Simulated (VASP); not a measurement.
Mg3PbO:

```
CELL_PARAMETERS angstrom
4.42581 -0.02761 0.02027
-0.05522 8.82065 0.13559
0.02027 0.06779 4.38342
ATOMIC_POSITIONS crystal
Pb 0.03046 0.98112 0.99207
Pb 0.98297 0.50640 0.01120
O 0.51041 0.23427 0.51253
O 0.47964 0.75060 0.48660
Mg 0.50392 0.24088 0.98896
Mg 0.51306 0.99843 0.46065
Mg 0.99481 0.27253 0.48447
Mg 0.50642 0.75719 0.99065
Mg 0.47161 0.50960 0.47400
Mg 0.99039 0.73852 0.49518
```

* Program: VASP 6.6.1
* Task: relaxation of cell and atoms
* Functional: PBEsol
* Potentials or basis: VASP PAW PBE potentials, release 64 (Pb_d, O, Mg)
* Cutoff: 600 eV
* k mesh: 4 × 2 × 4
* Occupations: fermi-dirac, width 0.05 eV
* Spin: no spin polarisation

At the start: pressure -0.1 GPa; volume 17.11 Å³/atom.

**Question.** Where does the relaxation end?

**Answer.** Over 14 steps the energy falls by 45.6 meV/atom and the volume is 16.72 Å³/atom (-2.3 %); space group P1 (No. 1, to 0.1 Å) before, Pm-3m (No. 221, to 0.1 Å).

Step by step:
```tsv
step	energy change (eV)	largest force (eV/Å)	pressure (GPa)	volume (Å³)
1	0.0000	0.9716	-0.12	171.07
2	-0.1776	0.7139	-0.49	170.73
3	-0.3492	0.3107	-0.76	169.89
4	-0.4060	0.2599	0.27	166.96
5	-0.4208	0.1980	1.24	164.61
6	-0.4464	0.1071	-0.14	167.54
7	-0.4465	0.1069	-0.05	167.33
8	-0.4521	0.0692	-0.07	167.34
9	-0.4543	0.0572	-0.08	167.36
10	-0.4556	0.0323	0.10	166.93
11	-0.4557	0.0270	0.17	166.77
12	-0.4561	0.0219	-0.13	167.47
13	-0.4562	0.0185	-0.03	167.22
14	-0.4563	0.0095	-0.02	167.18
```

Final structure:
```
CELL_PARAMETERS angstrom
4.37218 -0.00025 0.00008
0.00118 8.74421 -0.00019
-0.00040 0.00121 4.37274
ATOMIC_POSITIONS crystal
Pb 0.99915 0.99892 0.98968
Pb 0.99782 0.49899 0.98974
O 0.49862 0.24902 0.49003
O 0.49805 0.74908 0.48940
Mg 0.49857 0.24903 0.98968
Mg 0.49902 0.99891 0.48969
Mg 0.99843 0.24868 0.48968
Mg 0.49810 0.74884 0.98936
Mg 0.49785 0.49903 0.48981
Mg 0.99809 0.74904 0.48924
```

Caveat: the PAW data sets were made with another functional, which shifts forces and pressure a little.
